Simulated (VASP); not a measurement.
Input of a VASP 6.6.1 run:

Contents of POSCAR:

```
LaH3O3
1.0
    6.6168440000      0.0000000000      0.0000000000
    0.0000000000      3.8322320000      0.0000000000
   -3.2648680000      0.0000000000      5.8101830000
La H O
2 6 6
Direct
    0.1635890000      0.7500000000      0.8300110000
    0.8364110000      0.2500000000      0.1699890000
    0.6354670000      0.7500000000      0.3513550000
    0.6399060000      0.7500000000      0.8014510000
    0.2160550000      0.7500000000      0.3561090000
    0.3645330000      0.2500000000      0.6486450000
    0.3600940000      0.2500000000      0.1985490000
    0.7839450000      0.2500000000      0.6438910000
    0.5858280000      0.7500000000      0.1874770000
    0.8067310000      0.7500000000      0.9015280000
    0.1052010000      0.7500000000      0.4127210000
    0.4141720000      0.2500000000      0.8125230000
    0.1932690000      0.2500000000      0.0984720000
    0.8947990000      0.2500000000      0.5872790000
```

INCAR.step1

```
ALGO     = Normal         # electronic algorithm
EDIFF    = 1E-4           # SCF threshold, eV
ENCUT    = 520            # plane-wave cutoff, eV
GGA      = PE             # functional
ISMEAR   = -1             # smearing method
LASPH    = T              # aspherical terms in the spheres
LCHARG   = F              # write CHGCAR
LREAL    = F              # projectors in reciprocal space
LWAVE    = T              # write WAVECAR
NBANDS   = 45             # bands
NELM     = 100            # most SCF steps
PREC     = Accurate       # precision mode
SIGMA    = 0.02           # smearing width, eV
```

INCAR.step2

```
ALGO     = Normal         # electronic algorithm
EDIFF    = 1E-8           # SCF threshold, eV
ENCUT    = 520            # plane-wave cutoff, eV
ISIF     = 2              # what is computed and relaxed
ISMEAR   = -1             # smearing method
ISTART   = 1            
LASPH    = T              # aspherical terms in the spheres
LCHARG   = F              # write CHGCAR
LEFG     = T            
LMIXTAU  = T            
LREAL    = F              # projectors in reciprocal space
LWAVE    = F              # write WAVECAR
METAGGA  = R2SCAN         # meta-GGA
NBANDS   = 45             # bands
NELM     = 100            # most SCF steps
PREC     = Accurate       # precision mode
SIGMA    = 0.02           # smearing width, eV
```

Contents of KPOINTS:

```
k-points
0
Gamma
  4 6 4
```

Potentials or basis: VASP PAW PBE potentials, release 64 (La, H, O).

The run is started by

```bash
$ cat potpaw_PBE.64/La/POTCAR potpaw_PBE.64/H/POTCAR potpaw_PBE.64/O/POTCAR > POTCAR
$ cp INCAR.step1 INCAR
$ mpirun -np 1 vasp_std > vasp.out
$ cp INCAR.step2 INCAR
$ mpirun -np 1 vasp_std > vasp.out
```

Question: Estimate the largest force.

Answer: 0.378 eV/Å.

Question: Predict the pressure.

Answer: -2.6 GPa.

Question: Predict the band gap on the k mesh.

Answer: 4.35 eV.

Stress tensor (GPa, compression positive):
```
-2.91  0.00 -0.09
 0.00 -1.95  0.00
-0.09  0.00 -2.92
```

Caveat: without QUAD_EFG the Cq values of the log hold for a quadrupole moment of 1 mb, not for the nuclei; the PAW data sets were made with another functional, which shifts forces and pressure a little; spin-orbit coupling is left out, which moves the levels of the heavy elements. A k mesh can miss the band edges.
